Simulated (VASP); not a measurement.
# Ag in VASP: further runs

Ag is run at these levels: PBE; tasks: single point, relaxation of the atoms.

All numbers are computed with VASP 6.6.1; they aren't measurements. Logs are shortened: lines on timing, memory, paths and dates and some standing lists are left out, and cuts for length are marked.

## (1) The cell of the first run

The cell holds a slab with vacuum, 3 atoms: a = 2.932 Å, b = 2.932 Å, c = 20.788 Å, α = 90.00°, β = 90.00°, γ = 120.00°.

## (2) Single point, PBE

Contents of INCAR:

```
  PREC = Accurate
  ENCUT = 520
  EDIFF = 1E-7
  ISMEAR = -1
  SIGMA = 0.05
  LREAL = F
  LASPH = T
  NELM = 80
  ALGO = Normal
  ISIF = 2
  LWAVE = F
  LCHARG = T
  GGA = PE
  LELF = T
  LVHAR = T
  NBANDS = 24
```

Contents of KPOINTS:

```
Automatic mesh
0
Gamma
  14 14 1
```

Contents of POSCAR:

```
Ag
1.0
    2.9322829450      0.0000000000      0.0000000000
   -1.4661414725      2.5394315215      0.0000000000
    0.0000000000      0.0000000000     20.7884000000
Ag
3
Direct
    0.1666666667      0.3333333333      0.3856487930
    0.5000000000      1.0000000000      0.5000000001
    0.8333333333      0.6666666667      0.6143512066
```

Potentials or basis: VASP PAW PBE potentials, release 64 (Ag).

On the command line:

```console
$ cat potpaw_PBE.64/Ag/POTCAR > POTCAR
$ mpirun -np 1 vasp_std > vasp.out
```

OUTCAR:

```text
PREC = Accurate
   ENCUT = 520
   EDIFF = 1E-7
   ISMEAR = -1
   LREAL = F
   LASPH = T
   NELM = 80
   ISIF = 2
   GGA = PE

 ion  position               nearest neighbor table
   1  0.167  0.333  0.386-   2 2.92   2 2.92   2 2.92
   2  0.500  0.000  0.500-   3 2.92   3 2.92   3 2.92   1 2.92   1 2.92   1 2.92
   3  0.833  0.667  0.614-   2 2.92   2 2.92   2 2.92

  LATTYP: Found a hexagonal cell.
 ALAT       =     2.9322829450
 C/A-ratio  =     7.0894932003

  Lattice vectors:

 A1 = (   2.9322829450,   0.0000000000,   0.0000000000)
 A2 = (  -1.4661414725,   2.5394315215,   0.0000000000)
 A3 = (   0.0000000000,   0.0000000000,  20.7884000000)

Analysis of symmetry for initial positions (statically):
=====================================================================
 Subroutine PRICEL returns:
 Original cell was already a primitive cell.

 Routine SETGRP: Setting up the symmetry group for a
 hexagonal supercell.

 Subroutine GETGRP returns: Found 12 space group operations
 (whereof  4 operations were pure point group operations)
 out of a pool of 24 trial point group operations.

The static configuration has the point symmetry C_2h.
 The point group associated with its full space group is D_3d.

Analysis of symmetry for dynamics (positions and initial velocities):
=====================================================================
 Subroutine PRICEL returns:
 Original cell was already a primitive cell.

 Routine SETGRP: Setting up the symmetry group for a
 hexagonal supercell.

 Subroutine GETGRP returns: Found 12 space group operations
 (whereof  4 operations were pure point group operations)
 out of a pool of 24 trial point group operations.

The dynamic configuration has the point symmetry C_2h.
 The point group associated with its full space group is D_3d.

 Subroutine INISYM returns: Found 12 space group operations
 (whereof  4 operations are pure point group operations),
 and found     1 'primitive' translations

----------------------------------------------------------------------------------------

                                     Primitive cell

  volume of cell :     154.7973

  direct lattice vectors                    reciprocal lattice vectors
     2.932282945  0.000000000  0.000000000     0.341031210  0.196894461  0.000000000
    -1.466141472  2.539431522  0.000000000     0.000000000  0.393788921  0.000000000
     0.000000000  0.000000000 20.788400000     0.000000000  0.000000000  0.048103750

  length of vectors
     2.932282945  2.932282945 20.788400000     0.393788921  0.393788921  0.048103750

  position of ions in fractional coordinates (direct lattice)
     0.166666667  0.333333333  0.385648793
     0.500000000  0.000000000  0.500000000
     0.833333333  0.666666667  0.614351207

  ion indices of the primitive-cell ions
   primitive index   ion index
                 1           1
                 2           2
                 3           3

----------------------------------------------------------------------------------------

 KPOINTS: Automatic mesh

Automatic generation of k-mesh.
 Grid dimensions read from file:
 generate k-points for:   14   14    1

 Generating k-lattice:

  Cartesian coordinates                     Fractional coordinates (reciprocal lattice)
     0.024359372  0.014063890  0.000000000     0.071428571  0.000000000  0.000000000
     0.000000000  0.028127780  0.000000000     0.000000000  0.071428571  0.000000000
     0.000000000  0.000000000  0.048103750     0.000000000  0.000000000  1.000000000

  Length of vectors
     0.028127780  0.028127780  0.048103750

  Shift w.r.t. Gamma in fractional coordinates (k-lattice)
     0.000000000  0.000000000  0.000000000

 Subroutine IBZKPT returns following result:
 ===========================================

 Found     24 irreducible k-points:

 Following reciprocal coordinates:
            Coordinates               Weight
  0.000000  0.000000  0.000000      1.000000
  0.071429  0.000000  0.000000      6.000000
  0.142857  0.000000  0.000000      6.000000
  0.214286  0.000000  0.000000      6.000000
  0.285714  0.000000  0.000000      6.000000
  0.357143  0.000000  0.000000      6.000000
[... 16 lines left out ...]
  0.285714  0.285714  0.000000      6.000000
  0.357143  0.285714  0.000000      6.000000
   k-points           NKPTS =     24   k-points in BZ     NKDIM =     24   number of bands    NBANDS=     24
   number of dos      NEDOS =    301   number of ions     NIONS =      3
   total plane-waves  NPLWV =  92160
   dimension x,y,z NGX =    24 NGY =   24 NGZ =  160
   dimension x,y,z NGXF=    48 NGYF=   48 NGZF=  320
   ions per type =               3
   NGX,Y,Z   is equivalent  to a cutoff of  13.61, 13.61, 12.80 a.u.
   NGXF,Y,Z  is equivalent  to a cutoff of  27.21, 27.21, 25.59 a.u.
 SYSTEM =  unknown system
   PREC   = accura    normal or accurate (medium, high low for compatibility)
   ISTART =      0    job   : 0-new  1-cont  2-samecut
   ICHARG =      2    charge: 1-file 2-atom 10-const
   ISPIN  =      1    spin polarized calculation?
   LNONCOLLINEAR =      F non collinear calculations
   LSORBIT =      F    spin-orbit coupling
   LASPH  =      T    aspherical Exc in radial PAW
   ENCUT  =  520.0 eV  38.22 Ry    6.18 a.u.   5.45  5.45 38.65*2*pi/ulx,y,z
   NELM   =     80;   NELMIN=  2; NELMDL= -5     # of ELM steps
   EDIFF  = 0.1E-06   stopping-criterion for ELM
   LREAL  =      F    real-space projection
   EDIFFG = 0.1E-05   stopping-criterion for IOM
   NSW    =      0    number of steps for IOM
   IBRION =     -1    ionic relax: 0-MD 1-quasi-New 2-CG
   NFREE  =      0    steps in history (QN), initial steepest desc. (CG)
   ISIF   =      2    stress and relaxation
   ISYM   =      2    0-nonsym 1-usesym 2-fastsym
   POTIM  = 0.5000    time-step for ionic-motion
   TEBEG  =    0.0;   TEEND  =   0.0 temperature during run
   PSTRESS=    0.0 pullay stress
   NELECT =      33.0000    total number of electrons
   NUPDOWN=      -1.0000    fix difference up-down
   EMIN   =  10.00;   EMAX   =-10.00  energy-range for DOS
   EFERMI =   0.00;   METHOD = LEGACY
   ISMEAR =    -1;   SIGMA  =   0.05  broadening in eV -4-tet -1-fermi 0-gaus
   EFERMI_NEDOS =   21; number of points for ismear=-14 and -15
   IALGO  =     38    algorithm
   IMIX   =      4    mixing-type and parameters
     AMIX     =   0.40;   BMIX     =  1.00
     AMIX_MAG =   1.60;   BMIX_MAG =  1.00
  volume/ion in A,a.u.               =      51.60       348.21
  Fermi-wavevector in a.u.,A,eV,Ry     =   0.977969  1.848093 13.012924  0.956423
  Thomas-Fermi vector in A             =   2.108708
   LORBIT       =      0    0 simple, 1 ext, 2 COOP (PROOUT), +10 PAW based schemes
   GGA     = PE    functional components
   LHFCALC =     F    Hartree Fock is set to
   AEXX    =    0.0000 exact exchange contribution
   IVDW    =     0    specifies the selected vdW correction
   LEPSILON=     F    determine dielectric tensor
   LRPA    =     F    only Hartree local field effects (RPA)
 non-spin polarized calculation
  energy-cutoff  :      520.00
  volume of cell :      154.80
 maximum number of plane-waves:      4241
 NGX is ok and might be reduce to    24
   NGX = 11   NGY = 11   NGZ = 77

 number of electron      33.0000006 magnetization

 Free energy of the ion-electron system (eV)
  ---------------------------------------------------
  ext. energy  EPLUGINS =         0.00000000
  ---------------------------------------------------
  free energy    TOTEN  =        -7.44342669 eV

  energy without entropy =       -7.42927688  energy(sigma->0) =       -7.43635179

 E-fermi :  -0.2867     XC(G=0):  -4.9090

 val. band max:       -0.2903604232   @ k =   0.2143   0.0000   0.0000
 cond. band min:      -0.2715165848   @ k =   0.3571   0.0714   0.0000
 fundamental gap:      0.0188438384
 Fermi energy:        -0.2866621621

 k-point     1 :       0.0000    0.0000    0.0000
  band No.  band energies     occupation
      1      -7.1151      2.00000
      2      -6.1765      2.00000
      3      -6.0299      2.00000
      4      -4.8281      2.00000
      5      -4.8281      2.00000
      6      -4.8175      2.00000
[... 16 lines left out ...]
     23       6.6043      0.00000
     24       6.7891      0.00000

 k-point     2 :       0.0714    0.0000    0.0000
  band No.  band energies     occupation
      1      -6.9819      2.00000
      2      -6.0902      2.00000
      3      -5.9136      2.00000
      4      -4.8767      2.00000
      5      -4.8148      2.00000
      6      -4.7642      2.00000
[... 16 lines left out ...]
     23       6.7238      0.00000
     24       6.8917      0.00000

 k-point     3 :       0.1429    0.0000    0.0000
  band No.  band energies     occupation
      1      -6.6131      2.00000
      2      -5.8755      2.00000
      3      -5.6193      2.00000
      4      -5.0026      2.00000
      5      -4.9122      2.00000
      6      -4.7868      2.00000
[... 16 lines left out ...]
     23       7.0814      0.00000
     24       7.2039      0.00000

 k-point     4 :       0.2143    0.0000    0.0000
  band No.  band energies     occupation
      1      -6.1580      2.00000
      2      -5.7156      2.00000
      3      -5.3679      2.00000
      4      -5.2142      2.00000
      5      -5.0372      2.00000
      6      -4.7276      2.00000
[... 16 lines left out ...]
     23       7.6715      0.00000
     24       7.7365      0.00000

 k-point     5 :       0.2857    0.0000    0.0000
  band No.  band energies     occupation
      1      -5.9568      2.00000
      2      -5.7472      2.00000
      3      -5.5534      2.00000
      4      -5.3442      2.00000
      5      -4.8465      2.00000
      6      -4.7850      2.00000
[... 16 lines left out ...]
     23       8.0823      0.00000
     24       8.4613      0.00000

 k-point     6 :       0.3571    0.0000    0.0000
  band No.  band energies     occupation
      1      -6.0347      2.00000
      2      -5.8464      2.00000
      3      -5.7586      2.00000
      4      -5.5106      2.00000
      5      -4.9155      2.00000
      6      -4.7769      2.00000
[... 16 lines left out ...]
     23       7.4587      0.00000
     24       7.7640      0.00000
[... 379 lines left out ...]
 k-point    21 :       0.2857    0.2143    0.0000
  band No.  band energies     occupation
      1      -5.7050      2.00000
      2      -5.5694      2.00000
      3      -5.5282      2.00000
      4      -5.1761      2.00000
      5      -4.9546      2.00000
      6      -4.8693      2.00000
[... 16 lines left out ...]
     23       7.9548      0.00000
     24       8.4880      0.00000

 k-point    22 :       0.3571    0.2143    0.0000
  band No.  band energies     occupation
      1      -5.7498      2.00000
      2      -5.5881      2.00000
      3      -5.5497      2.00000
      4      -5.2438      2.00000
      5      -5.0035      2.00000
      6      -4.7789      2.00000
[... 16 lines left out ...]
     23       8.0016      0.00000
     24       8.3434      0.00000

 k-point    23 :       0.2857    0.2857    0.0000
  band No.  band energies     occupation
      1      -5.6445      2.00000
      2      -5.5127      2.00000
      3      -5.3465      2.00000
      4      -5.2855      2.00000
      5      -4.9361      2.00000
      6      -4.7769      2.00000
[... 16 lines left out ...]
     23       7.3921      0.00000
     24       8.6960      0.00000

 k-point    24 :       0.3571    0.2857    0.0000
  band No.  band energies     occupation
      1      -5.6030      2.00000
      2      -5.4539      2.00000
      3      -5.3965      2.00000
      4      -5.2731      2.00000
      5      -4.9408      2.00000
      6      -4.7002      2.00000
[... 16 lines left out ...]
     23       6.6374      0.00000
     24       8.2661      0.00000

------------------------ aborting loop because EDIFF is reached ----------------------------------------

  FORCE on cell =-STRESS in cart. coord.  units (eV):
  Direction    XX          YY          ZZ          XY          YZ          ZX
  --------------------------------------------------------------------------------------
  -------------------------------------------------------------------------------------
  Total       -0.7924665     -0.7924665     -0.0424919      0.0000000      0.0000000      0.0000000
  in kB       -8.2021560     -8.2021560     -0.4397981      0.0000000      0.0000000      0.0000000
  external PRESSURE =      -5.6147034 kB  Pullay stress =       0.0000000 kB

 VOLUME and BASIS-vectors are now :
 -----------------------------------------------------------------------------
  energy-cutoff  :      520.00
  volume of cell :      154.80
      direct lattice vectors                 reciprocal lattice vectors
     2.932282945  0.000000000  0.000000000     0.341031210  0.196894461  0.000000000
    -1.466141472  2.539431522  0.000000000     0.000000000  0.393788921  0.000000000
     0.000000000  0.000000000 20.788400000     0.000000000  0.000000000  0.048103750

 POSITION                                       TOTAL-FORCE (eV/Angst)
 -----------------------------------------------------------------------------------
      0.00000      0.84648      8.01702         0.000000      0.000000      0.003278
      1.46614      0.00000     10.39420        -0.000000      0.000000      0.000000
      1.46614      1.69295     12.77138        -0.000000     -0.000000     -0.003278
 -----------------------------------------------------------------------------------
    total drift:                                0.000000     -0.000000      0.000004

  FREE ENERGIE OF THE ION-ELECTRON SYSTEM (eV)
  ---------------------------------------------------
  free  energy   TOTEN  =        -7.4434266948 eV

  energy  without entropy=       -7.4292768759  energy(sigma->0) =       -7.43635179
```

Wall time 54 s (1 thread of Intel Xeon 6975P-C (Granite Rapids), shared host); peak memory 0.3 GiB.

Results:

- Free energy: -7.4434 eV
- Largest force: 0.003 eV/Å

Forces on the atoms (eV/Å):
```
Ag   0.000  0.000  0.003
Ag   0.000  0.000  0.000
Ag   0.000  0.000 -0.003
```

## (3) Relaxation of the atoms, PBE

Contents of INCAR:

```
ALGO = Normal
DIPOL = 0.5 0.5 0.500
EDIFF = 1E-6
EDIFFG = -0.01
ENCUT = 520
GGA = PE
IBRION = 2
IDIPOL = 3
ISIF = 2
ISMEAR = -1
LASPH = True
LCHARG = False
LDIPOL = True
LREAL = False
LWAVE = False
NELM = 100
NSW = 60
PREC = Accurate
SIGMA = 0.05
```

Contents of KPOINTS:

```
k-points
0
Gamma
  14 14 1
```

Contents of POSCAR:

```
Ag
1.0
    2.9322829450      0.0000000000      0.0000000000
   -1.4661414725      2.5394315215      0.0000000000
    0.0000000000      0.0000000000     20.7884000000
Ag
3
Direct
    0.1666666665      0.3333333335      0.3848300496
    0.5000000005      0.9999999995      0.4999999997
    0.8333333335      0.6666666665      0.6151699504
```

Potentials or basis: VASP PAW PBE potentials, release 64 (Ag).

On the command line:

```console
$ cat potpaw_PBE.64/Ag/POTCAR > POTCAR
$ mpirun -np 1 vasp_std > vasp.out
```

It took 2.1 min on 1 thread of Intel Xeon Platinum 8375C at 2.90GHz (Ice Lake), shared host; peak memory 0.32 GiB.

The run converged. Its results:

- Free energy: -7.4434 eV
- Energy gained by relaxing: 0.3 meV/atom
- Ionic steps: 4
- Largest force after relaxing: 0.008 eV/Å

Forces in eV/Å, atoms in the order of the input:
```
Ag   0.000  0.000 -0.008
Ag   0.000  0.000  0.000
Ag   0.000  0.000  0.008
```

Step by step:
```
step  energy change (eV)  largest force (eV/Å)  pressure (GPa)
   1              0.0000                0.0448           -0.71
   2             -0.0002                0.0385           -0.69
   3             -0.0006                0.0243           -0.63
   4             -0.0008                0.0084           -0.52
```

Final structure:
```
Ag
1.0
     2.93228    0.00000    0.00000
    -1.46614    2.53943    0.00000
     0.00000    0.00000   20.78840
Ag
3
Direct
  0.16667 0.33333 0.38587
  0.50000 0.00000 0.50000
  0.83333 0.66667 0.61413
```

Levels at points of the mesh, in eV from the Fermi level:
```tsv
k point	band 15	band 16	band 17	band 18	band 19	band 20
(0.00, 0.00, 0.00)	-3.27	-2.95	-2.95	-1.22	0.57	4.12
(0.50, 0.00, 0.00)	-2.62	0.44	1.31	1.71	4.03	4.84
```
